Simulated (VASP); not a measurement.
# CsPtS (P4/mmm) in VASP: a series of runs

Runs on CsPtS. Level: PBE. Tasks: relaxation of cell and atoms, single point.

Program: VASP 6.6.1. These are calculated values, not measurements. Logs are shortened: lines on timing, memory, paths and dates and some standing lists are left out, and cuts for length are marked.

## 1. The cell of the first run

The structure is tetragonal, space group P4/mmm (No. 123). The conventional cell has a = 3.571 Å, b = 3.571 Å, c = 6.386 Å, α = 90.00°, β = 90.00°, γ = 90.00°. Within 4.2 Å of Cs (site symmetry 4/mmm) lie 2 Pt at 3.19 Å and 4 Cs at 3.57 Å and 8 S at 4.07 Å. Within 3.3 Å of Pt (site symmetry 4/mmm) lie 4 S at 2.52 Å and 2 Cs at 3.19 Å. Within 3.3 Å of S (site symmetry 4/mmm) lie 4 Pt at 2.52 Å.

The cell was built from a structure type or drawn by symmetry, and may not be a known phase.

## 2. Relaxation of cell and atoms, PBE

File INCAR:

```
PREC = Accurate
ENCUT = 600
EDIFF = 1E-7
ISMEAR = 0
SIGMA = 0.1
LREAL = F
LASPH = T
NELM = 100
ALGO = Normal
ISIF = 3
LWAVE = F
LCHARG = F
GGA = PE
IBRION = 2
NSW = 90
EDIFFG = -0.04
```

File KPOINTS:

```
Automatic mesh
0
Gamma
  6 6 4
```

File POSCAR:

```
CsPtS
1.0
    3.5705739340      0.0000000000      0.0000000000
    0.0000000000      3.5705739340      0.0000000000
    0.0000000000      0.0000000000      6.3860735613
Cs Pt S
1 1 1
Direct
    0.0000000000      0.0000000000      0.0000000000
    0.0000000000      0.0000000000      0.5000000000
    0.5000000000      0.5000000000      0.5000000000
```

Potentials or basis: VASP PAW PBE potentials, release 64 (Cs_sv, Pt, S).

Command:

```sh
cat potpaw_PBE.64/Cs_sv/POTCAR potpaw_PBE.64/Pt/POTCAR potpaw_PBE.64/S/POTCAR > POTCAR
mpirun -np 1 vasp_std > vasp.out
```

OUTCAR:

```text
PREC = Accurate
   ENCUT = 600
   EDIFF = 1E-7
   ISMEAR = 0
   LREAL = F
   LASPH = T
   NELM = 100
   ISIF = 3
   GGA = PE
   IBRION = 2
   NSW = 90
   EDIFFG = -0.04

 ion  position               nearest neighbor table
   1  0.000  0.000  0.000-   2 3.19   2 3.19
   2  0.000  0.000  0.500-   3 2.52   3 2.52   3 2.52   3 2.52   1 3.19   1 3.19
   3  0.500  0.500  0.500-   2 2.52   2 2.52   2 2.52   2 2.52

  LATTYP: Found a simple tetragonal cell.
 ALAT       =     3.5705739340
 C/A-ratio  =     1.7885285893

  Lattice vectors:

 A1 = (   3.5705739340,   0.0000000000,   0.0000000000)
 A2 = (   0.0000000000,   3.5705739340,   0.0000000000)
 A3 = (   0.0000000000,   0.0000000000,   6.3860735613)

Analysis of symmetry for initial positions (statically):
=====================================================================
 Subroutine PRICEL returns:
 Original cell was already a primitive cell.

 Routine SETGRP: Setting up the symmetry group for a
 simple tetragonal supercell.

 Subroutine GETGRP returns: Found 16 space group operations
 (whereof 16 operations were pure point group operations)
 out of a pool of 16 trial point group operations.

The static configuration has the point symmetry D_4h.

Analysis of symmetry for dynamics (positions and initial velocities):
=====================================================================
 Subroutine PRICEL returns:
 Original cell was already a primitive cell.

 Routine SETGRP: Setting up the symmetry group for a
 simple tetragonal supercell.

 Subroutine GETGRP returns: Found 16 space group operations
 (whereof 16 operations were pure point group operations)
 out of a pool of 16 trial point group operations.

The dynamic configuration has the point symmetry D_4h.

 Subroutine INISYM returns: Found 16 space group operations
 (whereof 16 operations are pure point group operations),
 and found     1 'primitive' translations

----------------------------------------------------------------------------------------

                                     Primitive cell

  volume of cell :      81.4160

  direct lattice vectors                    reciprocal lattice vectors
     3.570573934  0.000000000  0.000000000     0.280067020  0.000000000  0.000000000
[... 97 lines left out ...]
   TEBEG  =    0.0;   TEEND  =   0.0 temperature during run
   PSTRESS=    0.0 pullay stress
   NELECT =      25.0000    total number of electrons
   NUPDOWN=      -1.0000    fix difference up-down
   EMIN   =  10.00;   EMAX   =-10.00  energy-range for DOS
   EFERMI =   0.00;   METHOD = LEGACY
   ISMEAR =     0;   SIGMA  =   0.10  broadening in eV -4-tet -1-fermi 0-gaus
   EFERMI_NEDOS =   21; number of points for ismear=-14 and -15
   IALGO  =     38    algorithm
   IMIX   =      4    mixing-type and parameters
     AMIX     =   0.40;   BMIX     =  1.00
     AMIX_MAG =   1.60;   BMIX_MAG =  1.00
  volume/ion in A,a.u.               =      27.14       183.14
  Fermi-wavevector in a.u.,A,eV,Ry     =   1.104464  2.087134 16.596936  1.219840
  Thomas-Fermi vector in A             =   2.240937
   LORBIT       =      0    0 simple, 1 ext, 2 COOP (PROOUT), +10 PAW based schemes
   GGA     = PE    functional components
   LHFCALC =     F    Hartree Fock is set to
   AEXX    =    0.0000 exact exchange contribution
   IVDW    =     0    specifies the selected vdW correction
   LEPSILON=     F    determine dielectric tensor
   LRPA    =     F    only Hartree local field effects (RPA)
 conjugate gradient relaxation of ions
 non-spin polarized calculation
 Gauss-broadening in eV      SIGMA  =   0.10
  energy-cutoff  :      600.00
  volume of cell :       81.42
 maximum number of plane-waves:      2760
 NGX is ok and might be reduce to    30
   NGX = 15   NGY = 15   NGZ = 25

--------------------------------------- Ionic step        1  -------------------------------------------

 number of electron      24.9999999 magnetization

 Free energy of the ion-electron system (eV)
  ---------------------------------------------------
  ext. energy  EPLUGINS =         0.00000000
  ---------------------------------------------------
  free energy    TOTEN  =       -11.53923358 eV

  energy without entropy =      -11.53336821  energy(sigma->0) =      -11.53630090

------------------------ aborting loop because EDIFF is reached ----------------------------------------

  FORCE on cell =-STRESS in cart. coord.  units (eV):
  Direction    XX          YY          ZZ          XY          YZ          ZX
  --------------------------------------------------------------------------------------
  -------------------------------------------------------------------------------------
  Total        0.4648345      0.4648345     -0.5059610      0.0000000      0.0000000      0.0000000
  in kB        9.1474263      9.1474263     -9.9567508      0.0000000      0.0000000      0.0000000
  external PRESSURE =       2.7793672 kB  Pullay stress =       0.0000000 kB
[... 98 lines left out ...]
--------------------------------------- Ionic step        4  -------------------------------------------

 number of electron      25.0000000 magnetization

 Free energy of the ion-electron system (eV)
  ---------------------------------------------------
  ext. energy  EPLUGINS =         0.00000000
  ---------------------------------------------------
  free energy    TOTEN  =       -11.54545365 eV

  energy without entropy =      -11.53981910  energy(sigma->0) =      -11.54263637

 E-fermi :   5.1454     XC(G=0):  -9.5387

 val. band max:        5.0964117184   @ k =   0.5000   0.0000   0.0000
 cond. band min:       5.1512723188   @ k =   0.5000   0.5000   0.0000
 fundamental gap:      0.0548606005
 Fermi energy:         5.1453655178

 k-point     1 :       0.0000    0.0000    0.0000
  band No.  band energies     occupation
      1     -18.5285      2.00000
      2      -8.6409      2.00000
      3      -5.3089      2.00000
      4      -4.3206      2.00000
      5      -4.3206      2.00000
      6       1.5940      2.00000
[... 433 lines left out ...]
      3      -6.4623      2.00000
      4      -5.1602      2.00000
      5      -4.0875      2.00000
      6      -1.5577      2.00000
[... 8 lines left out ...]
     15       7.6696      0.00000
     16       8.2562      0.00000

 [... further k-points ...]

------------------------ aborting loop because EDIFF is reached ----------------------------------------

  FORCE on cell =-STRESS in cart. coord.  units (eV):
  Direction    XX          YY          ZZ          XY          YZ          ZX
  --------------------------------------------------------------------------------------
  -------------------------------------------------------------------------------------
  Total        0.0058936      0.0058936      0.0067911      0.0000000      0.0000000      0.0000000
  in kB        0.1159164      0.1159164      0.1335686      0.0000000      0.0000000      0.0000000
  external PRESSURE =       0.1218005 kB  Pullay stress =       0.0000000 kB
[... 18 lines left out ...]
  FREE ENERGIE OF THE ION-ELECTRON SYSTEM (eV)
  ---------------------------------------------------
  free  energy   TOTEN  =       -11.5454536479 eV

  energy  without entropy=      -11.5398190951  energy(sigma->0) =      -11.54263637

 reached required accuracy - stopping structural energy minimisation
```

OSZICAR:

```text
N       E                     dE             d eps       ncg     rms          rms(c)
DAV:   1     0.157205666579E+03    0.15721E+03   -0.12642E+04   960   0.154E+03
DAV:   2    -0.312150772723E+01   -0.16033E+03   -0.15681E+03  1312   0.255E+02
DAV:   3    -0.119771903862E+02   -0.88557E+01   -0.88183E+01  1240   0.633E+01
[... 40 lines left out ...]
DAV:   6    -0.115454522121E+02   -0.30258E-05   -0.18317E-05  1168   0.293E-02    0.908E-03
DAV:   7    -0.115454537223E+02   -0.15102E-05   -0.20249E-06  1040   0.954E-03    0.270E-03
DAV:   8    -0.115454538423E+02   -0.11997E-06   -0.27594E-07   880   0.401E-03    0.843E-04
DAV:   9    -0.115454536577E+02    0.18458E-06   -0.58015E-08   528   0.155E-03    0.252E-04
DAV:  10    -0.115454536479E+02    0.98009E-08   -0.68280E-09   528   0.575E-04
   4 F= -.11545454E+02 E0= -.11542636E+02  d E =-.578805E-03
```

CONTCAR:

```text
CsPtS
   1.00000000000000
     3.5948326952569425    0.0000000000000000    0.0000000000000000
     0.0000000000000000    3.5948326952569425    0.0000000000000000
    -0.0000000000000000    0.0000000000000000    6.3036053137475809
  Cs              Pt              S
     1     1     1
Direct
     0.0000000000000000    0.0000000000000000    1.0000000000000000
     1.0000000000000000    0.0000000000000000    0.5000000000000000
     0.5000000000000000    0.5000000000000000    0.5000000000000000

  0.00000000E+00  0.00000000E+00  0.00000000E+00
  0.00000000E+00  0.00000000E+00  0.00000000E+00
  0.00000000E+00  0.00000000E+00  0.00000000E+00
```

Wall time 59 s (1 thread of Intel Xeon 6975P-C (Granite Rapids), shared host); peak memory 0.25 GiB.

Results:

| Item | Value |
| --- | --- |
| Free energy | -11.5455 eV |
| Relaxed volume | 27.15 Å³/atom |
| Relaxed cell | a = 3.595 Å, b = 3.595 Å, c = 6.304 Å, α = 90.00°, β = 90.00°, γ = 90.00° |
| Space group after relaxing (to 0.1 Å) | P4/mmm (No. 123) |
| Energy gained by relaxing | 2.1 meV/atom |
| Ionic steps | 4 |
| Pressure after relaxing | 0.0 GPa |
| Band gap on the k mesh | zero (an odd number of electrons rules out a gap without spin polarisation) |

The path:
```csv
step,energy change (eV),largest force (eV/Å),pressure (GPa),volume (Å³)
1,0.0000,0.0000,0.28,81.42
2,-0.0056,0.0000,-0.26,81.97
3,-0.0056,0.0000,-0.29,82.00
4,-0.0062,0.0000,0.01,81.46
```

Final structure:
```
CELL_PARAMETERS angstrom
3.59483 0.00000 0.00000
0.00000 3.59483 0.00000
0.00000 0.00000 6.30361
ATOMIC_POSITIONS crystal
Cs 0.00000 0.00000 0.00000
Pt 0.00000 0.00000 0.50000
S 0.50000 0.50000 0.50000
```

Caveat: spin-orbit coupling is left out, which moves the levels of the heavy elements.

## 3. Single point, PBE

This run uses another cell than the first one, of 27.06 Å³/atom.

File INCAR:

```
SYSTEM = CsPtS
PREC     = Accurate       ! precision mode
ENCUT    = 520            ! plane-wave cutoff, eV
EDIFF    = 1E-6           ! SCF threshold, eV
ISMEAR   = 0              ! smearing method
SIGMA    = 0.1            ! smearing width, eV
LREAL    = .False.        ! projectors in reciprocal space
LASPH    = .True.         ! aspherical terms in the spheres
NELM     = 80             ! most SCF steps
ALGO     = Normal         ! electronic algorithm
ISIF     = 2              ! what is computed and relaxed
LWAVE    = .False.        ! write WAVECAR
LCHARG   = .False.        ! write CHGCAR
GGA      = PE             ! functional
NBANDS   = 20             ! bands
```

File KPOINTS:

```
Automatic mesh
0
Gamma
  14 14 8
  0 0 0
```

File POSCAR:

```
CsPtS
1.0
    3.5992349929      0.0000000000      0.0000000000
    0.0000000000      3.5992349929      0.0000000000
    0.0000000000      0.0000000000      6.2665736753
Cs Pt S
1 1 1
Direct
    0.0000000000      0.0000000000      0.0000000000
    0.0000000000      0.0000000000      0.5000000000
    0.5000000000      0.5000000000      0.5000000000
```

Potentials or basis: VASP PAW PBE potentials, release 64 (Cs_sv, Pt, S).

Command:

```sh
cat potpaw_PBE.64/Cs_sv/POTCAR potpaw_PBE.64/Pt/POTCAR potpaw_PBE.64/S/POTCAR > POTCAR
mpirun -np 1 vasp_std > vasp.out
```

Wall time 78 s (1 thread of Intel Xeon 6975P-C (Granite Rapids), shared host); peak memory 0.42 GiB.

Results (log left out):

```
Free energy            : -11.5425 eV
Pressure               : 0.1 GPa
Band gap on the k mesh : zero (an odd number of electrons rules out a gap without spin polarisation)
```

Stress tensor (GPa, compression positive):
```
-0.02  0.00  0.00
 0.00 -0.02  0.00
 0.00  0.00  0.44
```

Levels at points of the mesh, in eV from the Fermi level:
```
           k point  band 9  band 10  band 11  band 12  band 13  band 14  band 15  band 16  band 17  band 18
(0.00, 0.00, 0.00)   -2.64    -2.25    -2.25    -1.97    -1.97     0.41     0.71     1.67     6.82     6.82
(0.50, 0.00, 0.00)   -2.42    -1.81    -1.45    -0.03     2.28     3.08     3.44     4.10     4.33     5.10
(0.50, 0.50, 0.00)   -2.78    -2.27    -2.26    -1.31    -0.79    -0.60     0.07     3.56     3.56     8.10
(0.00, 0.00, 0.50)   -2.29    -2.29    -1.86    -1.86    -1.43     1.04     1.33     1.60     3.97     5.72
(0.50, 0.00, 0.50)   -1.73    -1.57    -1.01    -0.05     1.48     1.50     2.58     3.10     4.89     5.79
(0.50, 0.50, 0.50)   -2.51    -2.51    -1.58    -1.31    -0.74     0.32     0.92     3.32     3.32     3.90
```

Caveat: spin-orbit coupling is left out, which moves the levels of the heavy elements.

## 4. Relaxation of cell and atoms, PBE

This run uses another cell than the first one, of 27.05 Å³/atom.

File INCAR:

```
PREC     = Accurate       # precision mode
ENCUT    = 600            # plane-wave cutoff, eV
EDIFF    = 1E-6           # SCF threshold, eV
ISMEAR   = 0              # smearing method
SIGMA    = 0.1            # smearing width, eV
LREAL    = F              # projectors in reciprocal space
LASPH    = T              # aspherical terms in the spheres
NELM     = 80             # most SCF steps
ALGO     = Normal         # electronic algorithm
ISIF     = 3              # what is computed and relaxed
LWAVE    = F              # write WAVECAR
LCHARG   = F              # write CHGCAR
GGA      = PE             # functional
IBRION   = 2              # ionic algorithm
NSW      = 100            # ionic steps
EDIFFG   = -0.01          # ionic threshold
```

File KPOINTS:

```
regular mesh
0
Gamma
  14 14 8
```

File POSCAR:

```
CsPtS
1.0
    3.5980074138      0.0000000000      0.0000000000
    0.0000000000      3.5980074138      0.0000000000
    0.0000000000      0.0000000000      6.2674615165
Cs Pt S
1 1 1
Direct
    0.0000000000      0.0000000000      0.0000000000
    0.0000000000      0.0000000000      0.5000000000
    0.5000000000      0.5000000000      0.5000000000
```

Command:

```sh
cat potpaw_PBE.64/Cs_sv/POTCAR potpaw_PBE.64/Pt/POTCAR potpaw_PBE.64/S/POTCAR > POTCAR
mpirun -np 1 vasp_std > vasp.out
```

Run time: 4.6 min. Hardware: 1 thread of Intel Xeon 6975P-C (Granite Rapids), shared host; peak memory 0.47 GiB.

The run converged. Its results:

- Free energy: -11.5432 eV
- Relaxed volume: 27.17 Å³/atom
- Relaxed cell: a = 3.598 Å, b = 3.598 Å, c = 6.297 Å, α = 90.00°, β = 90.00°, γ = 90.00°
- Space group after relaxing (to 0.1 Å): P4/mmm (No. 123)
- Energy gained by relaxing: 0.2 meV/atom
- Ionic steps: 6
- Pressure after relaxing: 0.0 GPa
- Band gap on the k mesh: zero (an odd number of electrons rules out a gap without spin polarisation)

The path:
```
step  energy change (eV)  largest force (eV/Å)  pressure (GPa)  volume (Å³)
   1              0.0000                0.0000            0.20        81.14
   2             -0.0005                0.0000           -0.03        81.53
   3             -0.0005                0.0000           -0.04        81.56
   4             -0.0005                0.0000           -0.07        81.62
   5             -0.0005                0.0000           -0.04        81.58
   6             -0.0005                0.0000            0.01        81.51
```

Final structure:
```
CELL_PARAMETERS angstrom
3.59791 0.00000 0.00000
0.00000 3.59791 0.00000
0.00000 0.00000 6.29657
ATOMIC_POSITIONS crystal
Cs 0.00000 0.00000 0.00000
Pt 0.00000 0.00000 0.50000
S 0.50000 0.50000 0.50000
```

Levels at points of the mesh, in eV from the Fermi level:
| k point | band 11 | band 12 | band 13 | band 14 | band 15 | band 16 |
| --- | --- | --- | --- | --- | --- | --- |
| (0.00, 0.00, 0.00) | -2.26 | -1.96 | -1.96 | 0.37 | 0.71 | 1.62 |
| (0.50, 0.00, 0.00) | -1.45 | -0.03 | 2.23 | 3.08 | 3.36 | 4.04 |
| (0.50, 0.50, 0.00) | -2.26 | -1.31 | -0.79 | -0.60 | 0.03 | 3.51 |
| (0.00, 0.00, 0.50) | -1.86 | -1.86 | -1.46 | 0.99 | 1.31 | 1.56 |
| (0.50, 0.00, 0.50) | -1.04 | -0.05 | 1.44 | 1.47 | 2.54 | 3.11 |
| (0.50, 0.50, 0.50) | -1.59 | -1.31 | -0.74 | 0.28 | 0.86 | 3.27 |

Caveat: spin-orbit coupling is left out, which moves the levels of the heavy elements.

## 5. Summary

```csv
task,cell,k mesh,cutoff (eV),gap on the mesh (eV),pressure (GPa),relaxed volume (Å³/atom)
relaxation of cell and atoms,"relaxed from a = 3.571, b = 3.571, c = 6.386 Å, 3 atoms",6 × 6 × 4,600,none,0.0,27.15
single point,"a = 3.599, b = 3.599, c = 6.267 Å, 3 atoms",14 × 14 × 8,520,none,0.1,-
relaxation of cell and atoms,"relaxed from a = 3.598, b = 3.598, c = 6.267 Å, 3 atoms",14 × 14 × 8,600,none,0.0,27.17
```

Alike in all rows: level PBE; potentials or basis VASP PAW PBE potentials, release 64 (Cs_sv, Pt, S); no spin polarisation; smearing gaussian 0.1 eV.

Caveats: spin-orbit coupling is left out, which moves the levels of the heavy elements.

Absolute energies hang on the potentials; compare differences alone.
